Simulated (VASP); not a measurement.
# Li (P4_2/mmc) in VASP: single point with PBE

Aim: the single point of Li with PBE.

Everything below comes from runs of VASP 6.6.1. Logs are shortened: lines on timing, memory, paths and dates and some standing lists are left out, and cuts for length are marked.

### Step 1. The cell of the first run

The typed cell holds 6 atoms: a = 5.295 Å, b = 5.295 Å, c = 5.549 Å, α = 90.00°, β = 90.00°, γ = 90.00°.

The cell was built from a structure type or drawn by symmetry, and may not be a known phase.

### Step 2. Single point, PBE

INCAR

```
PREC     = Accurate       # precision mode
ENCUT    = 520            # plane-wave cutoff, eV
EDIFF    = 1E-6           # SCF threshold, eV
ISMEAR   = 0              # smearing method
SIGMA    = 0.1            # smearing width, eV
LREAL    = F              # projectors in reciprocal space
LASPH    = T              # aspherical terms in the spheres
NELM     = 80             # most SCF steps
ALGO     = Fast           # electronic algorithm
ISIF     = 2              # what is computed and relaxed
LWAVE    = F              # write WAVECAR
LCHARG   = T              # write CHGCAR
GGA      = PE             # functional
LELF     = T              # ELF
LVHAR    = T            
NBANDS   = 18             # bands
```

KPOINTS

```
Automatic mesh
0
Gamma
  4 4 4
```

POSCAR

```
Li
1.0
    5.2949638879      0.0000000000      0.0000000000
    0.0000000000      5.2949638879      0.0000000000
    0.0000000000      0.0000000000      5.5492081528
Li
6
Direct
    0.5000000000      0.0000000000      0.7501706854
    0.0000000000      0.5000000000      0.7498293146
    0.0000000000      0.5000000000      0.2501706854
    0.5000000000      0.0000000000      0.2498293146
    0.5000000000      0.5000000000      0.7500000000
    0.5000000000      0.5000000000      0.2500000000
```

Potentials or basis: VASP PAW PBE potentials, release 64 (Li_sv).

Command:

```console
$ cat potpaw_PBE.64/Li_sv/POTCAR > POTCAR
$ mpirun -np 1 vasp_std > vasp.out
```

OUTCAR:

```text
PREC = Accurate
   ENCUT = 520
   EDIFF = 1E-6
   ISMEAR = 0
   LREAL = F
   LASPH = T
   NELM = 80
   ISIF = 2
   GGA = PE

 ion  position               nearest neighbor table
   1  0.500  0.000  0.750-
   2  0.000  0.500  0.750-
   3  0.000  0.500  0.250-
   4  0.500  0.000  0.250-
   5  0.500  0.500  0.750-
   6  0.500  0.500  0.250-

  LATTYP: Found a simple tetragonal cell.
 ALAT       =     5.2949638879
 C/A-ratio  =     1.0480162415

  Lattice vectors:

 A1 = (   5.2949638879,   0.0000000000,   0.0000000000)
 A2 = (   0.0000000000,   5.2949638879,   0.0000000000)
 A3 = (   0.0000000000,   0.0000000000,   5.5492081528)

Analysis of symmetry for initial positions (statically):
=====================================================================
 Subroutine PRICEL returns:
 Original cell was already a primitive cell.

 Routine SETGRP: Setting up the symmetry group for a
 simple tetragonal supercell.

 Subroutine GETGRP returns: Found 16 space group operations
 (whereof  8 operations were pure point group operations)
 out of a pool of 16 trial point group operations.

The static configuration has the point symmetry D_2h.
 The point group associated with its full space group is D_4h.

Analysis of symmetry for dynamics (positions and initial velocities):
=====================================================================
 Subroutine PRICEL returns:
 Original cell was already a primitive cell.

 Routine SETGRP: Setting up the symmetry group for a
 simple tetragonal supercell.

 Subroutine GETGRP returns: Found 16 space group operations
 (whereof  8 operations were pure point group operations)
 out of a pool of 16 trial point group operations.

The dynamic configuration has the point symmetry D_2h.
 The point group associated with its full space group is D_4h.

 Subroutine INISYM returns: Found 16 space group operations
 (whereof  8 operations are pure point group operations),
 and found     1 'primitive' translations

----------------------------------------------------------------------------------------

[... 90 lines left out ...]
   LASPH  =      T    aspherical Exc in radial PAW
   ENCUT  =  520.0 eV  38.22 Ry    6.18 a.u.   9.85  9.85 10.32*2*pi/ulx,y,z
   NELM   =     80;   NELMIN=  2; NELMDL= -5     # of ELM steps
   EDIFF  = 0.1E-05   stopping-criterion for ELM
   LREAL  =      F    real-space projection
   EDIFFG = 0.1E-04   stopping-criterion for IOM
   NSW    =      0    number of steps for IOM
   IBRION =     -1    ionic relax: 0-MD 1-quasi-New 2-CG
   NFREE  =      0    steps in history (QN), initial steepest desc. (CG)
   ISIF   =      2    stress and relaxation
   ISYM   =      2    0-nonsym 1-usesym 2-fastsym
   POTIM  = 0.5000    time-step for ionic-motion
   TEBEG  =    0.0;   TEEND  =   0.0 temperature during run
   PSTRESS=    0.0 pullay stress
   NELECT =      18.0000    total number of electrons
   NUPDOWN=      -1.0000    fix difference up-down
   EMIN   =  10.00;   EMAX   =-10.00  energy-range for DOS
   EFERMI =   0.00;   METHOD = LEGACY
   ISMEAR =     0;   SIGMA  =   0.10  broadening in eV -4-tet -1-fermi 0-gaus
   EFERMI_NEDOS =   21; number of points for ismear=-14 and -15
   IALGO  =     68    algorithm
   IMIX   =      4    mixing-type and parameters
     AMIX     =   0.40;   BMIX     =  1.00
     AMIX_MAG =   1.60;   BMIX_MAG =  1.00
  volume/ion in A,a.u.               =      25.93       174.99
  Fermi-wavevector in a.u.,A,eV,Ry     =   0.797713  1.507459  8.658013  0.636346
  Thomas-Fermi vector in A             =   1.904484
   LORBIT       =      0    0 simple, 1 ext, 2 COOP (PROOUT), +10 PAW based schemes
   GGA     = PE    functional components
   LHFCALC =     F    Hartree Fock is set to
   AEXX    =    0.0000 exact exchange contribution
   IVDW    =     0    specifies the selected vdW correction
   LEPSILON=     F    determine dielectric tensor
   LRPA    =     F    only Hartree local field effects (RPA)
 non-spin polarized calculation
 RMM-DIIS sequential band-by-band and
 Gauss-broadening in eV      SIGMA  =   0.10
  energy-cutoff  :      520.00
  volume of cell :      155.58
 maximum number of plane-waves:      4206
 NGX is ok and might be reduce to    40
   NGX = 19   NGY = 19   NGZ = 21

 number of electron      17.9999938 magnetization

 Free energy of the ion-electron system (eV)
  ---------------------------------------------------
  ext. energy  EPLUGINS =         0.00000000
  ---------------------------------------------------
  free energy    TOTEN  =        -9.61538859 eV

  energy without entropy =       -9.60038097  energy(sigma->0) =       -9.60788478

 E-fermi :  -0.1725     XC(G=0):  -6.3550

 val. band max:       -0.2314791322   @ k =   0.5000   0.2500   0.2500
 cond. band min:      -0.1641407805   @ k =   0.5000   0.5000   0.5000
 fundamental gap:      0.0673383516
 Fermi energy:        -0.1725483595

 k-point     1 :       0.0000    0.0000    0.0000
  band No.  band energies     occupation
      1     -47.3299      2.00000
      2     -47.3282      2.00000
      3     -47.3130      2.00000
      4     -47.3115      2.00000
      5     -46.7526      2.00000
      6     -46.7354      2.00000
[... 355 lines left out ...]
      5     -46.7447      2.00000
      6     -46.7447      2.00000
[... 10 lines left out ...]
     17       6.7927      0.00000
     18       6.8266      0.00000

------------------------ aborting loop because EDIFF is reached ----------------------------------------

  FORCE on cell =-STRESS in cart. coord.  units (eV):
  Direction    XX          YY          ZZ          XY          YZ          ZX
  --------------------------------------------------------------------------------------
  -------------------------------------------------------------------------------------
  Total        0.1118321      0.1118321      0.1834520      0.0000000      0.0000000      0.0000000
  in kB        1.1516484      1.1516484      1.8891921      0.0000000      0.0000000      0.0000000
  external PRESSURE =       1.3974963 kB  Pullay stress =       0.0000000 kB

 VOLUME and BASIS-vectors are now :
 -----------------------------------------------------------------------------
  energy-cutoff  :      520.00
  volume of cell :      155.58
      direct lattice vectors                 reciprocal lattice vectors
     5.294963888  0.000000000  0.000000000     0.188858701  0.000000000  0.000000000
     0.000000000  5.294963888  0.000000000     0.000000000  0.188858701  0.000000000
     0.000000000  0.000000000  5.549208153     0.000000000  0.000000000  0.180205891

 POSITION                                       TOTAL-FORCE (eV/Angst)
 -----------------------------------------------------------------------------------
      2.64748      0.00000      4.16285        -0.000000      0.000000     -0.003417
      0.00000      2.64748      4.16096         0.000000     -0.000000      0.003417
      0.00000      2.64748      1.38825         0.000000      0.000000     -0.003417
      2.64748      0.00000      1.38635         0.000000      0.000000      0.003417
      2.64748      2.64748      4.16191         0.000000      0.000000      0.000000
      2.64748      2.64748      1.38730         0.000000      0.000000      0.000000
 -----------------------------------------------------------------------------------
    total drift:                                0.000000      0.000000      0.000000

  FREE ENERGIE OF THE ION-ELECTRON SYSTEM (eV)
  ---------------------------------------------------
  free  energy   TOTEN  =        -9.6153885900 eV

  energy  without entropy=       -9.6003809659  energy(sigma->0) =       -9.60788478
```

OSZICAR:

```text
N       E                     dE             d eps       ncg     rms          rms(c)
DAV:   1     0.767647086358E+02    0.76765E+02   -0.86023E+03   656   0.947E+02
DAV:   2     0.137447556574E+02   -0.63020E+02   -0.60630E+02   708   0.235E+02
DAV:   3    -0.750574991127E+01   -0.21251E+02   -0.20786E+02  1260   0.571E+01
DAV:   4    -0.954597600221E+01   -0.20402E+01   -0.20351E+01  1054   0.355E+01
[... 14 lines left out ...]
RMM:  19    -0.961538425575E+01   -0.28991E-05   -0.27138E-05   736   0.155E-02    0.827E-03
RMM:  20    -0.961538698271E+01   -0.27270E-05   -0.18563E-05   872   0.157E-02    0.161E-02
RMM:  21    -0.961538671513E+01    0.26758E-06   -0.10683E-05   821   0.120E-02    0.689E-03
RMM:  22    -0.961538808048E+01   -0.13654E-05   -0.94601E-06   890   0.981E-03    0.905E-03
RMM:  23    -0.961538859001E+01   -0.50953E-06   -0.41790E-06   605   0.604E-03
   1 F= -.96153886E+01 E0= -.96078848E+01  d E =-.150076E-01
```

Wall time 97 s (1 thread of Intel Xeon Platinum 8259CL at 2.50GHz (Skylake/Cascade Lake), shared host); peak memory 0.23 GiB.

What came out:

| Item | Value |
| --- | --- |
| Free energy | -9.6154 eV |
| Largest force | 0.003 eV/Å |
| Band gap on the k mesh | zero (bands 9 and 10 overlap by 2.02 eV) |

Forces in eV/Å, atoms in the order of the input:
```
Li   0.000  0.000 -0.003
Li   0.000  0.000  0.003
Li   0.000  0.000 -0.003
Li   0.000  0.000  0.003
Li   0.000  0.000  0.000
Li   0.000  0.000  0.000
```

Caveat: the cutoff is under 1.25 times the usual one of these potentials, so pressure, stress and relaxed cells hold a basis-set (Pulay) error.
